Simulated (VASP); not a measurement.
# CoSi2 in VASP: notebook, part 2 of 2

VASP 6.6.1. Earlier steps stand in the parts before.

## (4) Single point, PBE (uniaxial strain along a: -1.5 %, then relaxed in part)

File INCAR:

```
PREC = Accurate
ENCUT = 520
EDIFF = 1E-6
ISMEAR = 0
SIGMA = 0.1
LREAL = F
LASPH = T
NELM = 60
ALGO = Normal
ISIF = 2
LWAVE = F
LCHARG = T
GGA = PE
LELF = T
LVHAR = T
NBANDS = 26
```

File KPOINTS:

```
regular mesh
0
Gamma
  10 10 8
```

File POSCAR:

```
CoSi2
1.0
    2.6397399745      2.6397399745      0.0000000000
   -2.6812833212      2.6812833212      0.0000000000
    0.0000000000      0.0000000000      5.4115618799
Co Si
2 4
Direct
    0.0000000000      0.0000000000      0.0000000000
    0.5000000000      0.5000000000      0.5000000000
    0.0000000000      0.5000000000      0.7523976079
    0.5000000000      0.0000000000      0.7476023921
    0.5000000000      0.0000000000      0.2523976079
    0.0000000000      0.5000000000      0.2476023921
```

Potentials or basis: VASP PAW PBE potentials, release 64 (Co, Si).

Run with:

```
$ cat potpaw_PBE.64/Co/POTCAR potpaw_PBE.64/Si/POTCAR > POTCAR
$ mpirun -np 1 vasp_std > vasp.out
```

OUTCAR:

```text
PREC = Accurate
   ENCUT = 520
   EDIFF = 1E-6
   ISMEAR = 0
   LREAL = F
   LASPH = T
   NELM = 60
   ISIF = 2
   GGA = PE

 ion  position               nearest neighbor table
   1  0.000  0.000  0.000-   4 2.31   5 2.31   4 2.31   5 2.31   3 2.32   6 2.32   3 2.32   6 2.32

   2  0.500  0.500  0.500-   3 2.31   6 2.31   3 2.31   6 2.31   4 2.32   5 2.32   5 2.32   4 2.32

   3  0.000  0.500  0.752-   2 2.31   2 2.31   1 2.32   1 2.32   4 2.66   4 2.66   4 2.66   4 2.66
                             6 2.68   6 2.73
   4  0.500  0.000  0.748-   1 2.31   1 2.31   2 2.32   2 2.32   3 2.66   3 2.66   3 2.66   3 2.66
                             5 2.68   5 2.73
   5  0.500  0.000  0.252-   1 2.31   1 2.31   2 2.32   2 2.32   6 2.66   6 2.66   6 2.66   6 2.66
                             4 2.68   4 2.73
   6  0.000  0.500  0.248-   2 2.31   2 2.31   1 2.32   1 2.32   5 2.66   5 2.66   5 2.66   5 2.66
                             3 2.68   3 2.73

  LATTYP: Found a simple orthorhombic cell.
 ALAT       =     3.7331560731
 B/A-ratio  =     1.0157376662
 C/A-ratio  =     1.4495943309

  Lattice vectors:

 A1 = (   2.6397399745,   2.6397399745,   0.0000000000)
 A2 = (  -2.6812833212,   2.6812833212,   0.0000000000)
 A3 = (   0.0000000000,   0.0000000000,   5.4115618799)

Analysis of symmetry for initial positions (statically):
=====================================================================
 Subroutine PRICEL returns following result:

  LATTYP: Found a body centered orthorhombic cell.
 ALAT       =     3.7331560731
 B/A-ratio  =     1.0157376662
 C/A-ratio  =     1.4495943309

  Lattice vectors:

 A1 = (   0.0207716733,  -2.6605116479,  -2.7057809400)
 A2 = (  -0.0207716733,   2.6605116479,  -2.7057809400)
 A3 = (   2.6605116479,  -0.0207716733,   2.7057809400)

   2 primitive cells build up your supercell.

 Routine SETGRP: Setting up the symmetry group for a
 simple orthorhombic supercell.

 Subroutine GETGRP returns: Found  8 space group operations
 (whereof  8 operations were pure point group operations)
 out of a pool of  8 trial point group operations.

The static configuration has the point symmetry D_2h.

Analysis of symmetry for dynamics (positions and initial velocities):
=====================================================================
 Subroutine PRICEL returns following result:

  LATTYP: Found a body centered orthorhombic cell.
 ALAT       =     3.7331560731
 B/A-ratio  =     1.0157376662
 C/A-ratio  =     1.4495943309

  Lattice vectors:

 A1 = (   0.0207716733,  -2.6605116479,  -2.7057809400)
 A2 = (  -0.0207716733,   2.6605116479,  -2.7057809400)
 A3 = (   2.6605116479,  -0.0207716733,   2.7057809400)

   2 primitive cells build up your supercell.

 Routine SETGRP: Setting up the symmetry group for a
 simple orthorhombic supercell.

 Subroutine GETGRP returns: Found  8 space group operations
 (whereof  8 operations were pure point group operations)
 out of a pool of  8 trial point group operations.

The dynamic configuration has the point symmetry D_2h.
[... 50 lines left out ...]

 Subroutine IBZKPT returns following result:
 ===========================================

 Found    180 irreducible k-points:

 Following reciprocal coordinates:
            Coordinates               Weight
  0.000000  0.000000  0.000000      1.000000
  0.100000  0.000000  0.000000      2.000000
  0.200000  0.000000  0.000000      2.000000
  0.300000  0.000000  0.000000      2.000000
  0.400000  0.000000  0.000000      2.000000
  0.500000  0.000000  0.000000      1.000000
[... 16 lines left out ...]
  0.400000  0.300000  0.000000      4.000000
  0.500000  0.300000  0.000000      2.000000
 [... further k-points ...]
   k-points           NKPTS =    180   k-points in BZ     NKDIM =    180   number of bands    NBANDS=     26
   number of dos      NEDOS =    301   number of ions     NIONS =      6
   total plane-waves  NPLWV =  31360
   dimension x,y,z NGX =    28 NGY =   28 NGZ =   40
   dimension x,y,z NGXF=    56 NGYF=   56 NGZF=   80
   ions per type =               2   4
   NGX,Y,Z   is equivalent  to a cutoff of  12.47, 12.28, 12.29 a.u.
   NGXF,Y,Z  is equivalent  to a cutoff of  24.94, 24.55, 24.58 a.u.
 SYSTEM =  unknown system
   PREC   = accura    normal or accurate (medium, high low for compatibility)
   ISTART =      0    job   : 0-new  1-cont  2-samecut
   ICHARG =      2    charge: 1-file 2-atom 10-const
   ISPIN  =      1    spin polarized calculation?
   LNONCOLLINEAR =      F non collinear calculations
   LSORBIT =      F    spin-orbit coupling
   LASPH  =      T    aspherical Exc in radial PAW
   ENCUT  =  520.0 eV  38.22 Ry    6.18 a.u.   6.94  7.05 10.06*2*pi/ulx,y,z
   NELM   =     60;   NELMIN=  2; NELMDL= -5     # of ELM steps
   EDIFF  = 0.1E-05   stopping-criterion for ELM
   LREAL  =      F    real-space projection
   EDIFFG = 0.1E-04   stopping-criterion for IOM
   NSW    =      0    number of steps for IOM
   IBRION =     -1    ionic relax: 0-MD 1-quasi-New 2-CG
   NFREE  =      0    steps in history (QN), initial steepest desc. (CG)
   ISIF   =      2    stress and relaxation
   ISYM   =      2    0-nonsym 1-usesym 2-fastsym
   POTIM  = 0.5000    time-step for ionic-motion
   TEBEG  =    0.0;   TEEND  =   0.0 temperature during run
   PSTRESS=    0.0 pullay stress
   NELECT =      34.0000    total number of electrons
   NUPDOWN=      -1.0000    fix difference up-down
   EMIN   =  10.00;   EMAX   =-10.00  energy-range for DOS
   EFERMI =   0.00;   METHOD = LEGACY
   ISMEAR =     0;   SIGMA  =   0.10  broadening in eV -4-tet -1-fermi 0-gaus
   EFERMI_NEDOS =   21; number of points for ismear=-14 and -15
   IALGO  =     38    algorithm
   IMIX   =      4    mixing-type and parameters
     AMIX     =   0.40;   BMIX     =  1.00
     AMIX_MAG =   1.60;   BMIX_MAG =  1.00
  volume/ion in A,a.u.               =      12.77        86.16
  Fermi-wavevector in a.u.,A,eV,Ry     =   1.248770  2.359832 21.217271  1.559425
  Thomas-Fermi vector in A             =   2.382841
   LORBIT       =      0    0 simple, 1 ext, 2 COOP (PROOUT), +10 PAW based schemes
   GGA     = PE    functional components
   LHFCALC =     F    Hartree Fock is set to
   AEXX    =    0.0000 exact exchange contribution
   IVDW    =     0    specifies the selected vdW correction
   LEPSILON=     F    determine dielectric tensor
   LRPA    =     F    only Hartree local field effects (RPA)
 non-spin polarized calculation
 Gauss-broadening in eV      SIGMA  =   0.10
  energy-cutoff  :      520.00
  volume of cell :       76.60
 maximum number of plane-waves:      2088
 NGX is ok and might be reduce to    28
   NGX = 13   NGY = 15   NGZ = 21

 number of electron      33.9999996 magnetization

 Free energy of the ion-electron system (eV)
  ---------------------------------------------------
  ext. energy  EPLUGINS =         0.00000000
  ---------------------------------------------------
  free energy    TOTEN  =       -38.58957802 eV

  energy without entropy =      -38.58169914  energy(sigma->0) =      -38.58563858

 E-fermi :  10.1185     XC(G=0): -11.7596

 val. band max:       10.1180963102   @ k =   0.0000   0.2000   0.1250
 cond. band min:      10.1228846611   @ k =   0.4000   0.0000   0.3750
 fundamental gap:      0.0047883509
 Fermi energy:        10.1185310256

 k-point     1 :       0.0000    0.0000    0.0000
  band No.  band energies     occupation
      1      -3.0168      2.00000
      2       0.8994      2.00000
      3       2.9125      2.00000
      4       3.8336      2.00000
      5       5.9691      2.00000
      6       6.0650      2.00000
[... 685 lines left out ...]
     25      18.6476      0.00000
     26      18.6476      0.00000

 [... further k-points ...]

------------------------ aborting loop because EDIFF is reached ----------------------------------------

  FORCE on cell =-STRESS in cart. coord.  units (eV):
  Direction    XX          YY          ZZ          XY          YZ          ZX
  --------------------------------------------------------------------------------------
  -------------------------------------------------------------------------------------
  Total        0.6037733      0.6037733     -0.0456753      0.6567216      0.0000000      0.0000000
  in kB       12.6278095     12.6278095     -0.9552897     13.7352124      0.0000000      0.0000000
  external PRESSURE =       8.1001098 kB  Pullay stress =       0.0000000 kB

 VOLUME and BASIS-vectors are now :
 -----------------------------------------------------------------------------
  energy-cutoff  :      520.00
  volume of cell :       76.60
      direct lattice vectors                 reciprocal lattice vectors
     2.639739974  2.639739974  0.000000000     0.189412595  0.189412595  0.000000000
    -2.681283321  2.681283321  0.000000000    -0.186477869  0.186477869  0.000000000
     0.000000000  0.000000000  5.411561880     0.000000000  0.000000000  0.184789534

 POSITION                                       TOTAL-FORCE (eV/Angst)
 -----------------------------------------------------------------------------------
      0.00000      0.00000      0.00000        -0.000000      0.000000      0.000000
     -0.02077      2.66051      2.70578         0.000000     -0.000000     -0.000000
     -1.34064      1.34064      4.07165        -0.000000      0.000000      0.000712
      1.31987      1.31987      4.04570         0.000000      0.000000     -0.000712
      1.31987      1.31987      1.36587        -0.000000      0.000000      0.000712
     -1.34064      1.34064      1.33992         0.000000      0.000000     -0.000712
 -----------------------------------------------------------------------------------
    total drift:                               -0.000000      0.000000      0.000000

  FREE ENERGIE OF THE ION-ELECTRON SYSTEM (eV)
  ---------------------------------------------------
  free  energy   TOTEN  =       -38.5895780196 eV

  energy  without entropy=      -38.5816991416  energy(sigma->0) =      -38.58563858
```

OSZICAR:

```text
N       E                     dE             d eps       ncg     rms          rms(c)
DAV:   1     0.190120155135E+03    0.19012E+03   -0.14026E+04  9360   0.132E+03
DAV:   2    -0.273383044418E+02   -0.21746E+03   -0.20399E+03  9394   0.288E+02
DAV:   3    -0.409746793641E+02   -0.13636E+02   -0.13016E+02 11786   0.834E+01
DAV:   4    -0.414091357266E+02   -0.43446E+00   -0.43120E+00 11626   0.141E+01
DAV:   5    -0.414255834721E+02   -0.16448E-01   -0.16434E-01 13146   0.278E+00    0.203E+01
DAV:   6    -0.485502047772E+02   -0.71246E+01   -0.57988E+01 11720   0.126E+02    0.252E+01
DAV:   7    -0.384915356592E+02    0.10059E+02   -0.26693E+01 11380   0.103E+02    0.550E+00
DAV:   8    -0.387147612264E+02   -0.22323E+00   -0.35128E+00 11076   0.984E+00    0.355E+00
DAV:   9    -0.385908892116E+02    0.12387E+00   -0.31543E-01 11856   0.896E+00    0.877E-01
DAV:  10    -0.385900571657E+02    0.83205E-03   -0.23580E-02 11780   0.125E+00    0.385E-01
DAV:  11    -0.385895633203E+02    0.49385E-03   -0.36351E-03 12234   0.914E-01    0.109E-01
DAV:  12    -0.385896017226E+02   -0.38402E-04   -0.54978E-04 12338   0.347E-01    0.549E-02
DAV:  13    -0.385895783921E+02    0.23330E-04   -0.76975E-05 13908   0.127E-01    0.258E-02
DAV:  14    -0.385895774945E+02    0.89768E-06   -0.14018E-05 14400   0.402E-02    0.651E-03
DAV:  15    -0.385895780196E+02   -0.52510E-06   -0.66710E-07  5780   0.669E-03
   1 F= -.38589578E+02 E0= -.38585639E+02  d E =-.787888E-02
```

Wall time 5.8 min (1 thread of Intel Xeon 8259CL, shared host); peak memory 0.4 GiB.

Results:

* Free energy: -38.5896 eV
* Pressure: 0.8 GPa
* Band gap on the k mesh: zero (bands 17 and 18 overlap by 3.14 eV)

Caveat: the cell differs from its parent crystal (uniaxial strain along a: -1.5 %, then relaxed in part); the run has no spin polarisation, though such a crystal can be magnetic.

## (5) Single point, PBE (uniaxial strain along a: +1.5 %, then relaxed in part)

File INCAR:

```
SYSTEM = CoSi2
PREC = Accurate ; ENCUT = 520
EDIFF = 1E-7 ; ISMEAR = 0
SIGMA = 0.1 ; LREAL = .FALSE.
LASPH = .TRUE. ; NELM = 60
ALGO = Normal ; ISIF = 2
LWAVE = .FALSE. ; LCHARG = .FALSE.
GGA = PE ; NBANDS = 26
```

File KPOINTS:

```
Automatic mesh
0
G
  10 10 8
  0 0 0
```

File POSCAR:

```
CoSi2
1.0
    2.7201381463      2.7201381463      0.0000000000
   -2.6745074199      2.6745074199      0.0000000000
    0.0000000000      0.0000000000      5.3233592658
Co Si
2 4
Direct
    0.0000000000      0.0000000000      0.0000000000
    0.5000000000      0.5000000000      0.5000000000
    0.0000000000      0.5000000000      0.7475433837
    0.5000000000      0.0000000000      0.7524566163
    0.5000000000      0.0000000000      0.2475433837
    0.0000000000      0.5000000000      0.2524566163
```

Run with:

```
$ cat potpaw_PBE.64/Co/POTCAR potpaw_PBE.64/Si/POTCAR > POTCAR
$ mpirun -np 1 vasp_std > vasp.out
```

Run time: 6.6 min. Hardware: 1 thread of Intel Xeon 8259CL, shared host; peak memory 0.4 GiB.

Results (log left out):

| Quantity | Value |
| --- | --- |
| Free energy | -38.5862 eV |
| Pressure | -1.2 GPa |
| Band gap on the k mesh | zero (bands 17 and 18 overlap by 2.92 eV) |

Stress tensor (GPa, compression positive):
```
-1.71 -1.57  0.00
-1.57 -1.71  0.00
 0.00  0.00 -0.13
```

Levels at points of the mesh, in eV from the Fermi level:
```csv
k point,band 15,band 16,band 17,band 18,band 19,band 20
"(0.00, 0.00, 0.00)",-1.31,0.68,1.48,2.91,3.24,3.27
"(0.50, 0.00, 0.00)",-1.00,-1.00,0.32,0.32,2.54,2.54
"(0.00, 0.50, 0.00)",-1.02,-1.02,0.19,0.19,2.29,2.29
"(0.50, 0.50, 0.00)",-1.86,-1.86,-1.29,-1.29,1.59,1.59
"(0.00, 0.00, 0.50)",-0.24,-0.24,-0.13,-0.13,1.32,1.32
"(0.50, 0.00, 0.50)",-0.47,-0.47,-0.37,-0.37,2.79,2.79
"(0.00, 0.50, 0.50)",-0.62,-0.62,-0.35,-0.35,2.60,2.60
"(0.50, 0.50, 0.50)",-1.42,-1.42,-0.63,-0.63,3.63,3.63
```

Caveat: the cell differs from its parent crystal (uniaxial strain along a: +1.5 %, then relaxed in part); the run has no spin polarisation, though such a crystal can be magnetic.

## (6) Single point, PBE (uniaxial strain along a: +1.5 %)

File INCAR:

```
PREC     = Accurate       # precision mode
ENCUT    = 520            # plane-wave cutoff, eV
EDIFF    = 1E-7           # SCF threshold, eV
ISMEAR   = 0              # smearing method
SIGMA    = 0.1            # smearing width, eV
LREAL    = F              # projectors in reciprocal space
LASPH    = T              # aspherical terms in the spheres
NELM     = 100            # most SCF steps
ALGO     = Normal         # electronic algorithm
ISIF     = 2              # what is computed and relaxed
LWAVE    = F              # write WAVECAR
LCHARG   = T              # write CHGCAR
GGA      = PE             # functional
LELF     = T              # ELF
LVHAR    = T            
NBANDS   = 26             # bands
```

File KPOINTS:

```
Automatic mesh
0
Gamma
  10 10 8
```

File POSCAR:

```
CoSi2
1.0
    2.7201381463      2.7201381463      0.0000000000
   -2.6698892889      2.6698892889      0.0000000000
    0.0000000000      0.0000000000      5.3397785778
Co Si
2 4
Direct
    0.0000000000      0.0000000000      0.0000000000
    0.5000000000      0.5000000000      0.5000000000
    0.0000000000      0.5000000000      0.7500000000
    0.5000000000      0.0000000000      0.7500000000
    0.5000000000      0.0000000000      0.2500000000
    0.0000000000      0.5000000000      0.2500000000
```

Potentials or basis: VASP PAW PBE potentials, release 64 (Co, Si).

Run with:

```
$ cat potpaw_PBE.64/Co/POTCAR potpaw_PBE.64/Si/POTCAR > POTCAR
$ mpirun -np 1 vasp_std > vasp.out
```

Run time: 6.7 min. Hardware: 1 thread of Intel Xeon 8259CL, shared host; peak memory 0.4 GiB.

It converged, with:

```
Free energy            : -38.5811 eV
Pressure               : -1.4 GPa
Largest force          : 0.161 eV/Å
Band gap on the k mesh : zero (bands 17 and 18 overlap by 2.95 eV)
```

Forces on the atoms (eV/Å):
```
Co   0.000  0.000  0.000
Co   0.000  0.000  0.000
Si   0.000  0.000 -0.161
Si   0.000  0.000  0.161
Si   0.000  0.000 -0.161
Si   0.000  0.000  0.161
```

Stress tensor (GPa, compression positive):
```
-1.78 -2.74  0.00
-2.74 -1.78  0.00
 0.00  0.00 -0.63
```

Levels at points of the mesh, in eV from the Fermi level:
```csv
k point,band 14,band 15,band 16,band 17,band 18,band 19,band 20,band 21
"(0.00, 0.00, 0.00)",-1.83,-1.30,0.67,1.50,2.93,3.30,3.31,3.34
"(0.50, 0.00, 0.00)",-1.47,-1.00,-1.00,0.31,0.31,2.54,2.54,4.28
"(0.00, 0.50, 0.00)",-1.48,-1.04,-1.04,0.23,0.23,2.33,2.33,4.09
"(0.50, 0.50, 0.00)",-1.89,-1.88,-1.88,-1.29,-1.29,1.57,1.57,2.95
"(0.00, 0.00, 0.50)",-0.34,-0.25,-0.25,-0.16,-0.16,1.33,1.33,3.28
"(0.50, 0.00, 0.50)",-1.58,-0.39,-0.39,-0.39,-0.39,2.76,2.76,3.44
"(0.00, 0.50, 0.50)",-1.58,-0.58,-0.58,-0.45,-0.45,2.61,2.61,3.33
"(0.50, 0.50, 0.50)",-1.94,-1.42,-1.42,-0.64,-0.64,3.60,3.60,3.69
```

Caveat: the cell differs from its parent crystal (uniaxial strain along a: +1.5 %); the run has no spin polarisation, though such a crystal can be magnetic. Spin polarisation is off, so any magnetic state and its effect on volume and gap are missing.

## (7) Summary

| cell | gap on the mesh (eV) | pressure (GPa) | largest force (eV/Å) |
| --- | --- | --- | --- |
| a = 3.847, b = 3.847, c = 5.269 Å, 6 atoms, atomic positions A | none | -2.3 | - |
| a = 3.733, b = 3.804, c = 5.380 Å, 6 atoms, atomic positions A | none | 1.3 | 0.17 |
| a = 3.733, b = 3.792, c = 5.412 Å, 6 atoms, atomic positions B | none | 0.8 | - |
| a = 3.847, b = 3.782, c = 5.323 Å, 6 atoms, atomic positions C | none | -1.2 | - |
| a = 3.847, b = 3.776, c = 5.340 Å, 6 atoms, atomic positions A | none | -1.4 | 0.16 |

Alike in all rows: task single point; level PBE; potentials or basis VASP PAW PBE potentials, release 64 (Co, Si); no spin polarisation; k mesh 10 × 10 × 8; cutoff (eV) 520; smearing gaussian 0.1 eV.

Caveats: the run has no spin polarisation, though such a crystal can be magnetic.

Absolute energies hang on the potentials; compare differences alone.
